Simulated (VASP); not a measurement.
Set up this calculation in VASP 6.6.1, as the native input.

| Property | Result |
| --- | --- |
| Task | single point |
| Functional | LDA |
| Potentials or basis | VASP PAW LDA potentials, release 64 (C, Be) |
| Cutoff | 600 eV |
| k mesh | 11 × 11 × 11 |
| Occupations | fermi-dirac, width 0.05 eV |
| Spin | no spin polarisation |
| Dipole correction | no |
| Further INCAR settings | ALGO = Normal; EDIFF = 1e-06; NBANDS = 11 |

The structure of Be2C lies in POSCAR:

```
Be2C
1.0
    0.0000000000      2.1793381662      2.1793381662
    2.1793381662      0.0000000000      2.1793381662
    2.1793381662      2.1793381662      0.0000000000
C Be
1 2
Direct
    0.0000000000      0.0000000000      0.0000000000
    0.7500000000      0.7500000000      0.7500000000
    0.2500000000      0.2500000000      0.2500000000
```

These files were run (other wordings do the same):

INCAR

```
SYSTEM = Be2C
PREC = Accurate ; ENCUT = 600
EDIFF = 1E-6 ; ISMEAR = -1
SIGMA = 0.05 ; LREAL = .False.
LASPH = .True. ; NELM = 120
ALGO = Normal ; ISIF = 2
LWAVE = .False. ; LCHARG = .False.
GGA = CA ; NBANDS = 11
GGA_COMPAT = .False.
```

KPOINTS

```
regular mesh
0
Gamma
  11 11 11
  0 0 0
```

Potentials or basis: VASP PAW LDA potentials, release 64 (C, Be).

The run is started by

```console
$ cat potpaw_LDA.64/C/POTCAR potpaw_LDA.64/Be/POTCAR > POTCAR
$ mpirun -np 1 vasp_std > vasp.out
```

Results of the run:

| Property | Result |
| --- | --- |
| Pressure | -11.8 GPa |
| Band gap on the k mesh | 1.26 eV, indirect (least direct gap 3.99 eV) |

Run time: 22 s on 1 thread of Intel Xeon 8259CL (shared host), peak memory 0.14 GiB.
